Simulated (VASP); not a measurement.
# CdSb2O4 in VASP: further runs, part 2 of 2

VASP 6.6.1.

## Step 3: Single point, PBE

This run uses another cell than the first one, of 16.89 Å³/atom.

Input file INCAR:

```
SYSTEM = CdSb2O4
PREC = Accurate
ENCUT = 700
EDIFF = 1E-6
ISMEAR = 0
SIGMA = 0.15
LREAL = .False.
LASPH = .True.
NELM = 120
ALGO = Normal
ISIF = 2
LWAVE = .False.
LCHARG = .False.
GGA = PE
NBANDS = 46
GGA_COMPAT = .False.
```

Input file KPOINTS:

```
Automatic mesh
0
Gamma
  4 2 2
  0 0 0
```

Input file POSCAR:

```
CdSb2O4
1.0
    3.4535525664      0.0028450177     -0.0025522788
   -0.0057735921      6.6944478497     -0.3530143610
   -1.7152803264     -1.9479450847      5.2192255876
Cd Sb O
1 2 4
Direct
    0.0000000000      0.5000000000      0.0000000000
    0.7851482237      0.7707494914      0.5709306192
    0.2148517763      0.2292505086      0.4290693808
    0.8084319816      0.1753297426      0.6172341241
    0.3630340274      0.5244751577      0.7270537836
    0.1915680184      0.8246702574      0.3827658759
    0.6369659726      0.4755248423      0.2729462164
```

Potentials or basis: VASP PAW PBE potentials, release 64 (Cd_sv_GW, Sb_d_GW, O).

Launch:

```
$ cat potpaw_PBE.64/Cd_sv_GW/POTCAR potpaw_PBE.64/Sb_d_GW/POTCAR potpaw_PBE.64/O/POTCAR > POTCAR
$ mpirun -np 1 vasp_std > vasp.out
```

OUTCAR:

```text
SYSTEM = CdSb2O4
   PREC = Accurate
   ENCUT = 700
   EDIFF = 1E-6
   ISMEAR = 0
   LREAL = .False.
   LASPH = .True.
   NELM = 120
   ISIF = 2
   GGA = PE

 ion  position               nearest neighbor table
   1  0.000  0.500  0.000-
   2  0.785  0.771  0.571-   7 2.01   6 2.12   6 2.12   4 2.62
   3  0.215  0.229  0.429-   5 2.01   4 2.12   4 2.12   6 2.62
   4  0.808  0.175  0.617-   3 2.12   3 2.12   2 2.62
   5  0.363  0.524  0.727-   3 2.01
   6  0.192  0.825  0.383-   2 2.12   2 2.12   3 2.62
   7  0.637  0.476  0.273-   2 2.01

  LATTYP: Found a triclinic cell.
 ALAT       =     5.8325539056
 B/A-ratio  =     1.7942109791
 C/A-ratio  =     0.5921170618
 COS(alpha) =     0.0011538208
 COS(beta)  =     0.2970934459
 COS(gamma) =     0.7729781845

  Lattice vectors:

 A1 = (  -1.7382722400,   1.9451000670,  -5.2166733088)
 A2 = (  -0.0172183215,  -2.8014026980, -10.0828845354)
 A3 = (  -3.4535525664,  -0.0028450177,   0.0025522788)

Analysis of symmetry for initial positions (statically):
=====================================================================
 Subroutine PRICEL returns:
 Original cell was already a primitive cell.

 Routine SETGRP: Setting up the symmetry group for a
 triclinic supercell.

 Subroutine GETGRP returns: Found  2 space group operations
 (whereof  2 operations were pure point group operations)
 out of a pool of  2 trial point group operations.

The static configuration has the point symmetry S_2 .

Analysis of symmetry for dynamics (positions and initial velocities):
=====================================================================
 Subroutine PRICEL returns:
 Original cell was already a primitive cell.

 Routine SETGRP: Setting up the symmetry group for a
 triclinic supercell.

 Subroutine GETGRP returns: Found  2 space group operations
 (whereof  2 operations were pure point group operations)
 out of a pool of  2 trial point group operations.

The dynamic configuration has the point symmetry S_2 .

 Subroutine INISYM returns: Found  2 space group operations
 (whereof  2 operations are pure point group operations),
 and found     1 'primitive' translations

----------------------------------------------------------------------------------------

                                     Primitive cell

  volume of cell :     118.2642

  direct lattice vectors                    reciprocal lattice vectors
     3.453552566  0.002845018 -0.002552279     0.289624306  0.005374850  0.097190048
    -0.005773592  6.694447850 -0.353014361    -0.000083517  0.152374896  0.056842662
    -1.715280326 -1.947945085  5.219225588     0.000135982  0.010308856  0.195491518

  length of vectors
     3.453554681  6.703751523  5.828978674     0.305543832  0.162632113  0.195763185

  position of ions in fractional coordinates (direct lattice)
     1.000000000  0.500000000  1.000000000
     0.785148224  0.770749491  0.570930619
     0.214851776  0.229250509  0.429069381
     0.808431982  0.175329743  0.617234124
     0.363034027  0.524475158  0.727053784
     0.191568018  0.824670257  0.382765876
     0.636965973  0.475524842  0.272946216
[... 31 lines left out ...]

 Subroutine IBZKPT returns following result:
 ===========================================

 Found     12 irreducible k-points:

 Following reciprocal coordinates:
            Coordinates               Weight
  0.000000  0.000000  0.000000      1.000000
  0.250000  0.000000  0.000000      2.000000
  0.500000  0.000000  0.000000      1.000000
 -0.000000  0.500000 -0.000000      1.000000
  0.250000  0.500000 -0.000000      2.000000
  0.500000  0.500000 -0.000000      1.000000
 -0.000000  0.000000  0.500000      1.000000
  0.250000  0.000000  0.500000      2.000000
  0.500000  0.000000  0.500000      1.000000
  0.000000  0.500000  0.500000      1.000000
  0.250000  0.500000  0.500000      2.000000
  0.500000  0.500000  0.500000      1.000000
   k-points           NKPTS =     12   k-points in BZ     NKDIM =     12   number of bands    NBANDS=     46
   number of dos      NEDOS =    301   number of ions     NIONS =      7
   total plane-waves  NPLWV =  90000
   dimension x,y,z NGX =    30 NGY =   60 NGZ =   50
   dimension x,y,z NGXF=    60 NGYF=  120 NGZF=  100
   ions per type =               1   2   4
   NGX,Y,Z   is equivalent  to a cutoff of  14.44, 14.88, 14.26 a.u.
   NGXF,Y,Z  is equivalent  to a cutoff of  28.88, 29.76, 28.52 a.u.
 SYSTEM =  CdSb2O4
   PREC   = accura    normal or accurate (medium, high low for compatibility)
   ISTART =      0    job   : 0-new  1-cont  2-samecut
   ICHARG =      2    charge: 1-file 2-atom 10-const
   ISPIN  =      1    spin polarized calculation?
   LNONCOLLINEAR =      F non collinear calculations
   LSORBIT =      F    spin-orbit coupling
   LASPH  =      T    aspherical Exc in radial PAW
   ENCUT  =  700.0 eV  51.45 Ry    7.17 a.u.   7.45 14.46 12.57*2*pi/ulx,y,z
   NELM   =    120;   NELMIN=  2; NELMDL= -5     # of ELM steps
   EDIFF  = 0.1E-05   stopping-criterion for ELM
   LREAL  =      F    real-space projection
[... 7 lines left out ...]
   TEBEG  =    0.0;   TEEND  =   0.0 temperature during run
   PSTRESS=    0.0 pullay stress
   NELECT =      74.0000    total number of electrons
   NUPDOWN=      -1.0000    fix difference up-down
   EMIN   =  10.00;   EMAX   =-10.00  energy-range for DOS
   EFERMI =   0.00;   METHOD = LEGACY
   ISMEAR =     0;   SIGMA  =   0.15  broadening in eV -4-tet -1-fermi 0-gaus
   EFERMI_NEDOS =   21; number of points for ismear=-14 and -15
   IALGO  =     38    algorithm
   IMIX   =      4    mixing-type and parameters
     AMIX     =   0.40;   BMIX     =  1.00
     AMIX_MAG =   1.60;   BMIX_MAG =  1.00
  volume/ion in A,a.u.               =      16.89       114.01
  Fermi-wavevector in a.u.,A,eV,Ry     =   1.400235  2.646061 26.676381  1.960659
  Thomas-Fermi vector in A             =   2.523216
   LORBIT       =      0    0 simple, 1 ext, 2 COOP (PROOUT), +10 PAW based schemes
   GGA     = PE    functional components
   LHFCALC =     F    Hartree Fock is set to
   AEXX    =    0.0000 exact exchange contribution
   IVDW    =     0    specifies the selected vdW correction
   LEPSILON=     F    determine dielectric tensor
   LRPA    =     F    only Hartree local field effects (RPA)
 non-spin polarized calculation
 Gauss-broadening in eV      SIGMA  =   0.15
  energy-cutoff  :      700.00
  volume of cell :      118.26
 maximum number of plane-waves:      5003
 NGX is ok and might be reduce to    30
   NGX = 15   NGY = 29   NGZ = 25

 number of electron      74.0000001 magnetization

 Free energy of the ion-electron system (eV)
  ---------------------------------------------------
  ext. energy  EPLUGINS =         0.00000000
  ---------------------------------------------------
  free energy    TOTEN  =       -37.30305964 eV

  energy without entropy =      -37.30305964  energy(sigma->0) =      -37.30305964

 E-fermi :   3.9702     XC(G=0):  -9.9042

 val. band max:        3.1666281839   @ k =   0.0000   0.5000   0.5000
 cond. band min:       5.3480308067   @ k =   0.0000   0.5000   0.5000
 fundamental gap:      2.1814026228
 Fermi energy:         3.9702486893

 k-point     1 :       0.0000    0.0000    0.0000
  band No.  band energies     occupation
      1     -97.3615      2.00000
      2     -58.5197      2.00000
      3     -58.4141      2.00000
      4     -58.4009      2.00000
      5     -25.3271      2.00000
      6     -25.3209      2.00000
[... 577 lines left out ...]
     45      10.7299      0.00000
     46      11.2335      0.00000

------------------------ aborting loop because EDIFF is reached ----------------------------------------

  FORCE on cell =-STRESS in cart. coord.  units (eV):
  Direction    XX          YY          ZZ          XY          YZ          ZX
  --------------------------------------------------------------------------------------
  -------------------------------------------------------------------------------------
  Total        0.0060721      0.4134285      0.1311363      0.0016315     -0.0527810      0.0016080
  in kB        0.0822612      5.6008991      1.7765616      0.0221032     -0.7150471      0.0217842
  external PRESSURE =       2.4865740 kB  Pullay stress =       0.0000000 kB

 VOLUME and BASIS-vectors are now :
 -----------------------------------------------------------------------------
  energy-cutoff  :      700.00
  volume of cell :      118.26
      direct lattice vectors                 reciprocal lattice vectors
     3.453552566  0.002845018 -0.002552279     0.289624306  0.005374850  0.097190048
    -0.005773592  6.694447850 -0.353014361    -0.000083517  0.152374896  0.056842662
    -1.715280326 -1.947945085  5.219225588     0.000135982  0.010308856  0.195491518

 POSITION                                       TOTAL-FORCE (eV/Angst)
 -----------------------------------------------------------------------------------
     -0.00289      3.34722     -0.17651        -0.000000      0.000000      0.000000
      1.72779      4.04983      2.70573         0.003246     -0.010922      0.086143
      0.00470      0.69951      2.15793        -0.003246      0.010922     -0.086143
      1.73222     -0.02630      3.15753         0.002890     -0.052207      0.027242
      0.00363      2.09584      3.60858        -0.000496      0.063502      0.026498
      0.00028      4.77565      1.70613        -0.002890      0.052207     -0.027242
      1.72887      2.65350      1.25508         0.000496     -0.063502     -0.026498
 -----------------------------------------------------------------------------------
    total drift:                                0.000000     -0.000000      0.000000

  FREE ENERGIE OF THE ION-ELECTRON SYSTEM (eV)
  ---------------------------------------------------
  free  energy   TOTEN  =       -37.3030596358 eV

  energy  without entropy=      -37.3030596358  energy(sigma->0) =      -37.30305964
```

Wall time 2.4 min (1 thread of Intel Xeon Platinum 8488C (Sapphire Rapids), shared host); peak memory 0.36 GiB.

What came out:

- Free energy: -37.3031 eV
- Pressure: 0.2 GPa
- Largest force: 0.087 eV/Å
- Band gap on the k mesh: 2.18 eV

Forces on the atoms (eV/Å):
```
Cd   0.000  0.000  0.000
Sb   0.003 -0.011  0.086
Sb  -0.003  0.011 -0.086
O    0.003 -0.052  0.027
O    0.000  0.064  0.026
O   -0.003  0.052 -0.027
O    0.000 -0.064 -0.026
```

Levels at points of the mesh, in eV from the valence-band top:
```csv
k point,band 34,band 35,band 36,band 37,band 38,band 39,band 40,band 41
"(0.00, 0.00, 0.00)",-1.47,-1.13,-1.05,-0.11,3.27,3.66,4.13,5.40
"(0.50, 0.00, 0.00)",-1.74,-0.74,-0.45,-0.42,3.42,4.13,4.93,5.02
"(0.00, 0.50, 0.00)",-1.52,-1.06,-0.53,-0.29,2.70,2.82,4.35,4.74
"(0.50, 0.50, 0.00)",-1.45,-1.15,-0.85,-0.73,3.57,3.60,5.25,5.55
"(0.00, 0.00, 0.50)",-1.25,-0.92,-0.51,-0.08,2.56,3.58,4.49,4.97
"(0.50, 0.00, 0.50)",-1.74,-0.75,-0.45,-0.42,3.42,4.14,4.92,5.02
"(0.00, 0.50, 0.50)",-1.62,-0.53,-0.32,0.00,2.18,3.29,3.94,5.57
"(0.50, 0.50, 0.50)",-1.45,-1.15,-0.85,-0.73,3.58,3.60,5.24,5.55
```

Caveat: the k points lie up to 0.62 Å⁻¹ apart; spin-orbit coupling is left out, which moves the levels of the heavy elements.
